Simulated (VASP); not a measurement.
Sn:

```
Sn
1.0
    -2.02919    2.02919    1.66076
     2.02919   -2.02919    1.66076
     2.02919    2.02919   -1.66076
Sn
1
Cartesian
  0.0000 0.0000 0.0000
```

```yaml
Program: VASP 6.6.1
Task: relaxation of cell and atoms
Functional: revPBE
Dispersion: D4
Potentials_or_basis: VASP PAW PBE potentials, release 64 (Sn_d)
Cutoff: 600 eV
k_mesh: 10 × 10 × 10
Occupations: fermi-dirac, width 0.05 eV
Spin: no spin polarisation
```

At the start: pressure -1.6 GPa; volume 27.35 Å³/atom.

**Question.** How do energy, volume and symmetry change on relaxing?

**Answer.** Over 6 steps the energy falls by 6.7 meV/atom and the volume is 26.39 Å³/atom (-3.5 %); space group I4/mmm (No. 139, to 0.05 Å).

The path:
```csv
step,energy change (eV),largest force (eV/Å),pressure (GPa),volume (Å³)
1,0.0000,0.0000,-1.64,27.35
2,-0.0063,0.0000,0.25,26.26
3,-0.0063,0.0000,0.18,26.32
4,-0.0063,0.0000,0.14,26.34
5,-0.0067,0.0000,0.00,26.38
6,-0.0067,0.0000,-0.04,26.39
```

Final structure:
```
CELL_PARAMETERS angstrom
-1.99224 1.99224 1.66249
1.99224 -1.99224 1.66249
1.99224 1.99224 -1.66249
ATOMIC_POSITIONS crystal
Sn 0.00000 0.00000 0.00000
```

Caveat: the PAW data sets were made with another functional, which shifts forces and pressure a little; pairwise dispersion overbinds metals, which lowers pressure and volume.
